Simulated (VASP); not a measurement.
# NaC4 (Pmmm) in VASP: single point with PBE

Aim: the single point of NaC4 with PBE.

All numbers are computed with VASP 6.6.1; they aren't measurements. Logs are shortened: lines on timing, memory, paths and dates and some standing lists are left out, and cuts for length are marked.

### Step 1. The cell of the first run

Symmetry: Pmmm, No. 47, orthorhombic system. The conventional cell has a = 2.456 Å, b = 3.333 Å, c = 4.254 Å, α = 90.00°, β = 90.00°, γ = 90.00°. Within 2.9 Å of Na (site symmetry mmm) lie 12 C at 2.19 Å and 2 Na at 2.46 Å. C (site symmetry mm2) has 3 C at 1.42 Å within 1.9 Å. C (site symmetry mm2) has 3 C at 1.42 Å within 1.9 Å.

### Step 2. Single point, PBE

Input file INCAR:

```
  PREC = Accurate
  ENCUT = 520
  EDIFF = 1E-7
  ISMEAR = 0
  SIGMA = 0.1
  LREAL = False
  LASPH = True
  NELM = 60
  ALGO = Normal
  ISIF = 2
  LWAVE = False
  LCHARG = False
  GGA = PE
  NBANDS = 20
```

Input file KPOINTS:

```
Automatic mesh
0
Gamma
  8 6 4
```

Input file POSCAR:

```
NaC4
1.0
    2.4560180000      0.0000000000      0.0000000000
    0.0000000000      3.3326681100      0.0000000000
    0.0000000000      0.0000000000      4.2539480000
Na C
1 4
Direct
    0.5000000000      0.5000000000      0.5000000000
    0.5000000000      0.0000000000      0.8333333300
    0.0000000000      0.0000000000      0.3333333300
    0.0000000000      0.0000000000      0.6666666700
    0.5000000000      0.0000000000      0.1666666700
```

Potentials or basis: VASP PAW PBE potentials, release 64 (Na_pv, C).

Started as:

```bash
$ cat potpaw_PBE.64/Na_pv/POTCAR potpaw_PBE.64/C/POTCAR > POTCAR
$ mpirun -np 1 vasp_std > vasp.out
```

OUTCAR:

```text
PREC = Accurate
   ENCUT = 520
   EDIFF = 1E-7
   ISMEAR = 0
   LREAL = False
   LASPH = True
   NELM = 60
   ISIF = 2
   GGA = PE

 ion  position               nearest neighbor table
   1  0.500  0.500  0.500-   2 2.19   5 2.19   2 2.19   5 2.19   4 2.19   3 2.19   4 2.19   3 2.19
                             3 2.19   4 2.19   3 2.19   4 2.19
   2  0.500  0.000  0.833-   4 1.42   4 1.42   5 1.42   1 2.19   1 2.19
   3  0.000  0.000  0.333-   5 1.42   5 1.42   4 1.42   1 2.19   1 2.19   1 2.19   1 2.19
   4  0.000  0.000  0.667-   2 1.42   2 1.42   3 1.42   1 2.19   1 2.19   1 2.19   1 2.19
   5  0.500  0.000  0.167-   3 1.42   3 1.42   2 1.42   1 2.19   1 2.19

  LATTYP: Found a simple orthorhombic cell.
 ALAT       =     2.4560180000
 B/A-ratio  =     1.3569396112
 C/A-ratio  =     1.7320508237

  Lattice vectors:

 A1 = (   2.4560180000,   0.0000000000,   0.0000000000)
 A2 = (   0.0000000000,   3.3326681100,   0.0000000000)
 A3 = (   0.0000000000,   0.0000000000,   4.2539480000)

Analysis of symmetry for initial positions (statically):
=====================================================================
 Subroutine PRICEL returns:
 Original cell was already a primitive cell.

 Routine SETGRP: Setting up the symmetry group for a
 simple orthorhombic supercell.

 Subroutine GETGRP returns: Found  8 space group operations
 (whereof  8 operations were pure point group operations)
 out of a pool of  8 trial point group operations.

The static configuration has the point symmetry D_2h.

Analysis of symmetry for dynamics (positions and initial velocities):
=====================================================================
 Subroutine PRICEL returns:
 Original cell was already a primitive cell.

 Routine SETGRP: Setting up the symmetry group for a
 simple orthorhombic supercell.

 Subroutine GETGRP returns: Found  8 space group operations
 (whereof  8 operations were pure point group operations)
 out of a pool of  8 trial point group operations.

The dynamic configuration has the point symmetry D_2h.

 Subroutine INISYM returns: Found  8 space group operations
 (whereof  8 operations are pure point group operations),
 and found     1 'primitive' translations

----------------------------------------------------------------------------------------

                                     Primitive cell

  volume of cell :      34.8190

  direct lattice vectors                    reciprocal lattice vectors
     2.456018000  0.000000000  0.000000000     0.407163140  0.000000000  0.000000000
     0.000000000  3.332668110  0.000000000     0.000000000  0.300059882  0.000000000
     0.000000000  0.000000000  4.253948000     0.000000000  0.000000000  0.235075746

  length of vectors
     2.456018000  3.332668110  4.253948000     0.407163140  0.300059882  0.235075746

  position of ions in fractional coordinates (direct lattice)
     0.500000000  0.500000000  0.500000000
     0.500000000  0.000000000  0.833333330
     0.000000000  0.000000000  0.333333330
     0.000000000  0.000000000  0.666666670
     0.500000000  0.000000000  0.166666670

  ion indices of the primitive-cell ions
   primitive index   ion index
                 1           1
                 2           2
                 3           3
                 4           4
                 5           5

----------------------------------------------------------------------------------------

 KPOINTS: Automatic mesh

Automatic generation of k-mesh.
 Grid dimensions read from file:
 generate k-points for:    8    6    4

 Generating k-lattice:

  Cartesian coordinates                     Fractional coordinates (reciprocal lattice)
     0.050895392  0.000000000  0.000000000     0.125000000  0.000000000  0.000000000
     0.000000000  0.050009980  0.000000000     0.000000000  0.166666667  0.000000000
     0.000000000  0.000000000  0.058768937     0.000000000  0.000000000  0.250000000

  Length of vectors
     0.050895392  0.050009980  0.058768937

  Shift w.r.t. Gamma in fractional coordinates (k-lattice)
     0.000000000  0.000000000  0.000000000

 Subroutine IBZKPT returns following result:
 ===========================================

 Found     60 irreducible k-points:

 Following reciprocal coordinates:
            Coordinates               Weight
  0.000000  0.000000  0.000000      1.000000
  0.125000  0.000000  0.000000      2.000000
  0.250000  0.000000  0.000000      2.000000
  0.375000  0.000000  0.000000      2.000000
  0.500000  0.000000  0.000000      1.000000
  0.000000  0.166667  0.000000      2.000000
[... 16 lines left out ...]
  0.250000  0.000000  0.250000      4.000000
  0.375000  0.000000  0.250000      4.000000
 [... further k-points ...]
   k-points           NKPTS =     60   k-points in BZ     NKDIM =     60   number of bands    NBANDS=     20
   number of dos      NEDOS =    301   number of ions     NIONS =      5
   total plane-waves  NPLWV =  16128
   dimension x,y,z NGX =    18 NGY =   28 NGZ =   32
   dimension x,y,z NGXF=    36 NGYF=   56 NGZF=   64
   ions per type =               1   4
   NGX,Y,Z   is equivalent  to a cutoff of  12.18, 13.97, 12.51 a.u.
   NGXF,Y,Z  is equivalent  to a cutoff of  24.37, 27.93, 25.01 a.u.
 SYSTEM =  unknown system
   PREC   = accura    normal or accurate (medium, high low for compatibility)
   ISTART =      0    job   : 0-new  1-cont  2-samecut
   ICHARG =      2    charge: 1-file 2-atom 10-const
   ISPIN  =      1    spin polarized calculation?
   LNONCOLLINEAR =      F non collinear calculations
   LSORBIT =      F    spin-orbit coupling
   LASPH  =      T    aspherical Exc in radial PAW
   ENCUT  =  520.0 eV  38.22 Ry    6.18 a.u.   4.57  6.20  7.91*2*pi/ulx,y,z
   NELM   =     60;   NELMIN=  2; NELMDL= -5     # of ELM steps
   EDIFF  = 0.1E-06   stopping-criterion for ELM
   LREAL  =      F    real-space projection
   EDIFFG = 0.1E-05   stopping-criterion for IOM
   NSW    =      0    number of steps for IOM
   IBRION =     -1    ionic relax: 0-MD 1-quasi-New 2-CG
   NFREE  =      0    steps in history (QN), initial steepest desc. (CG)
   ISIF   =      2    stress and relaxation
   ISYM   =      2    0-nonsym 1-usesym 2-fastsym
   POTIM  = 0.5000    time-step for ionic-motion
   TEBEG  =    0.0;   TEEND  =   0.0 temperature during run
   PSTRESS=    0.0 pullay stress
   NELECT =      23.0000    total number of electrons
   NUPDOWN=      -1.0000    fix difference up-down
   EMIN   =  10.00;   EMAX   =-10.00  energy-range for DOS
   EFERMI =   0.00;   METHOD = LEGACY
   ISMEAR =     0;   SIGMA  =   0.10  broadening in eV -4-tet -1-fermi 0-gaus
   EFERMI_NEDOS =   21; number of points for ismear=-14 and -15
   IALGO  =     38    algorithm
   IMIX   =      4    mixing-type and parameters
     AMIX     =   0.40;   BMIX     =  1.00
     AMIX_MAG =   1.60;   BMIX_MAG =  1.00
  volume/ion in A,a.u.               =       6.96        46.99
  Fermi-wavevector in a.u.,A,eV,Ry     =   1.425757  2.694290 27.657692  2.032783
  Thomas-Fermi vector in A             =   2.546107
   LORBIT       =      0    0 simple, 1 ext, 2 COOP (PROOUT), +10 PAW based schemes
   GGA     = PE    functional components
   LHFCALC =     F    Hartree Fock is set to
   AEXX    =    0.0000 exact exchange contribution
   IVDW    =     0    specifies the selected vdW correction
   LEPSILON=     F    determine dielectric tensor
   LRPA    =     F    only Hartree local field effects (RPA)
 non-spin polarized calculation
 Gauss-broadening in eV      SIGMA  =   0.10
  energy-cutoff  :      520.00
  volume of cell :       34.82
 maximum number of plane-waves:       960
   NGX =  9   NGY = 13   NGZ = 15

 number of electron      22.9999992 magnetization

 Free energy of the ion-electron system (eV)
  ---------------------------------------------------
  ext. energy  EPLUGINS =         0.00000000
  ---------------------------------------------------
  free energy    TOTEN  =       -34.94114459 eV

  energy without entropy =      -34.93550518  energy(sigma->0) =      -34.93832488

 E-fermi :   9.1376     XC(G=0): -11.9427

 val. band max:        9.0889373330   @ k =   0.3750   0.3333   0.5000
 cond. band min:       9.1594859510   @ k =   0.3750   0.0000   0.2500
 fundamental gap:      0.0705486180
 Fermi energy:         9.1376499411

 k-point     1 :       0.0000    0.0000    0.0000
  band No.  band energies     occupation
      1     -16.5203      2.00000
      2     -16.3351      2.00000
      3     -15.9297      2.00000
      4     -12.6735      2.00000
      5      -7.0243      2.00000
      6      -6.2240      2.00000
[... 12 lines left out ...]
     19      19.3766      0.00000
     20      19.5552      0.00000

 k-point     2 :       0.1250    0.0000    0.0000
  band No.  band energies     occupation
      1     -16.4908      2.00000
      2     -16.3101      2.00000
      3     -16.0899      2.00000
      4     -12.3492      2.00000
      5      -6.7985      2.00000
      6      -5.9691      2.00000
[... 12 lines left out ...]
     19      19.8007      0.00000
     20      20.0799      0.00000

 k-point     3 :       0.2500    0.0000    0.0000
  band No.  band energies     occupation
      1     -16.4405      2.00000
      2     -16.4191      2.00000
      3     -16.2497      2.00000
      4     -11.4367      2.00000
      5      -6.1155      2.00000
      6      -5.3288      2.00000
[... 12 lines left out ...]
     19      21.2399      0.00000
     20      22.1403      0.00000

 k-point     4 :       0.3750    0.0000    0.0000
  band No.  band energies     occupation
      1     -16.7579      2.00000
      2     -16.3468      2.00000
      3     -16.1893      2.00000
      4     -10.0119      2.00000
      5      -5.9739      2.00000
      6      -4.9668      2.00000
[... 12 lines left out ...]
     19      21.8298      0.00000
     20      21.8550      0.00000

 k-point     5 :       0.5000    0.0000    0.0000
  band No.  band energies     occupation
      1     -16.8825      2.00000
      2     -16.3166      2.00000
      3     -16.1643      2.00000
      4      -8.2046      2.00000
      5      -8.0486      2.00000
      6      -3.4099      2.00000
[... 12 lines left out ...]
     19      20.2944      0.00000
     20      22.6300      0.00000

 k-point     6 :       0.0000    0.1667    0.0000
  band No.  band energies     occupation
      1     -16.7047      2.00000
      2     -16.3162      2.00000
      3     -15.9255      2.00000
      4     -12.3669      2.00000
      5      -7.0444      2.00000
      6      -6.1160      2.00000
[... 12 lines left out ...]
     19      19.7984      0.00000
     20      20.2893      0.00000

 k-point     7 :       0.1250    0.1667    0.0000
  band No.  band energies     occupation
      1     -16.6610      2.00000
      2     -16.2923      2.00000
      3     -16.0733      2.00000
      4     -12.0774      2.00000
      5      -6.8149      2.00000
      6      -5.8732      2.00000
[... 12 lines left out ...]
     19      20.2966      0.00000
     20      20.3525      0.00000
[... 277 lines left out ...]
 k-point    20 :       0.5000    0.5000    0.0000
  band No.  band energies     occupation
      1     -16.7667      2.00000
      2     -16.6012      2.00000
      3     -16.1179      2.00000
      4      -8.2275      2.00000
      5      -7.5660      2.00000
      6      -3.5344      2.00000
[... 12 lines left out ...]
     19      20.7262      0.00000
     20      23.6065      0.00000

 k-point    21 :       0.0000    0.0000    0.2500
  band No.  band energies     occupation
      1     -16.5184      2.00000
      2     -16.3623      2.00000
      3     -15.9295      2.00000
      4     -12.2791      2.00000
      5      -9.1207      2.00000
      6      -3.5693      2.00000
[... 12 lines left out ...]
     19      20.1451      0.00000
     20      21.1420      0.00000

 k-point    22 :       0.1250    0.0000    0.2500
  band No.  band energies     occupation
      1     -16.4891      2.00000
      2     -16.3343      2.00000
      3     -16.0873      2.00000
      4     -11.9614      2.00000
      5      -8.8575      2.00000
      6      -3.3997      2.00000
[... 12 lines left out ...]
     19      20.6195      0.00000
     20      20.8387      0.00000

 k-point    23 :       0.2500    0.0000    0.2500
  band No.  band energies     occupation
      1     -16.4367      2.00000
      2     -16.4177      2.00000
      3     -16.2664      2.00000
      4     -11.0611      2.00000
      5      -8.0780      2.00000
      6      -3.3581      2.00000
[... 12 lines left out ...]
     19      20.7834      0.00000
     20      21.7737      0.00000

 k-point    24 :       0.3750    0.0000    0.2500
  band No.  band energies     occupation
      1     -16.7541      2.00000
      2     -16.3457      2.00000
      3     -16.2001      2.00000
      4      -9.6483      2.00000
      5      -6.8596      2.00000
      6      -5.3287      2.00000
[... 12 lines left out ...]
     19      22.1872      0.00000
     20      23.0056      0.00000

 [... further k-points ...]
[... 5 lines left out ...]
  --------------------------------------------------------------------------------------
  -------------------------------------------------------------------------------------
  Total       12.3856293     17.2471591      9.6935224      0.0000000      0.0000000      0.0000000
  in kB      569.9186533    793.6195625    446.0426772      0.0000000      0.0000000      0.0000000
  external PRESSURE =     603.1936310 kB  Pullay stress =       0.0000000 kB

 VOLUME and BASIS-vectors are now :
 -----------------------------------------------------------------------------
  energy-cutoff  :      520.00
  volume of cell :       34.82
      direct lattice vectors                 reciprocal lattice vectors
     2.456018000  0.000000000  0.000000000     0.407163140  0.000000000  0.000000000
     0.000000000  3.332668110  0.000000000     0.000000000  0.300059882  0.000000000
     0.000000000  0.000000000  4.253948000     0.000000000  0.000000000  0.235075746

 POSITION                                       TOTAL-FORCE (eV/Angst)
 -----------------------------------------------------------------------------------
      1.22801      1.66633      2.12697         0.000000      0.000000      0.000000
      1.22801      0.00000      3.54496        -0.000000      0.000000      1.852762
      0.00000      0.00000      1.41798         0.000000      0.000000     -1.722475
      0.00000      0.00000      2.83597        -0.000000      0.000000      1.722475
      1.22801      0.00000      0.70899         0.000000      0.000000     -1.852762
 -----------------------------------------------------------------------------------
    total drift:                                0.000000     -0.000000      0.000000

  FREE ENERGIE OF THE ION-ELECTRON SYSTEM (eV)
  ---------------------------------------------------
  free  energy   TOTEN  =       -34.9411445854 eV

  energy  without entropy=      -34.9355051769  energy(sigma->0) =      -34.93832488
```

Run time: 39 s. Hardware: 1 thread of AMD EPYC 7R43 (Zen 3), shared host; peak memory 0.12 GiB.

Results:

| Quantity | Value |
| --- | --- |
| Free energy | -34.9411 eV |
| Pressure | 60.3 GPa |
| Largest force | 1.853 eV/Å |

Forces in eV/Å, atoms in the order of the input:
```
Na   0.000  0.000  0.000
C    0.000  0.000  1.853
C    0.000  0.000 -1.722
C    0.000  0.000  1.722
C    0.000  0.000 -1.853
```

Levels at points of the mesh, in eV from the Fermi level:
```
           k point  band 8  band 9  band 10  band 11  band 12  band 13  band 14  band 15
(0.00, 0.00, 0.00)   -8.26   -4.82    -4.82    -4.20     0.54     1.77     4.84     6.35
(0.50, 0.00, 0.00)  -10.94  -10.92    -5.00    -3.67     0.97     1.11     6.59     7.22
(0.00, 0.50, 0.00)   -8.30   -5.19    -4.76    -4.75    -1.61     5.56     6.32     6.32
(0.50, 0.50, 0.00)  -10.93  -10.57    -5.83    -5.51    -0.76     0.24     7.71    10.44
(0.00, 0.00, 0.50)   -7.15   -6.98    -6.91    -6.77     3.33     3.45     5.56     5.70
(0.50, 0.00, 0.50)   -8.25   -8.24    -4.76    -3.66     0.33     0.75     4.63     4.79
(0.00, 0.50, 0.50)   -9.15   -8.78    -7.05    -6.70     3.95     4.60     5.94     6.32
(0.50, 0.50, 0.50)   -8.31   -8.20    -5.39    -4.95    -2.09    -1.04     5.52     5.62
```

Caveat: the k points lie up to 0.37 Å⁻¹ apart; forces of over 1 eV/Å act on the atoms, so gaps and moduli don't describe the material at rest.
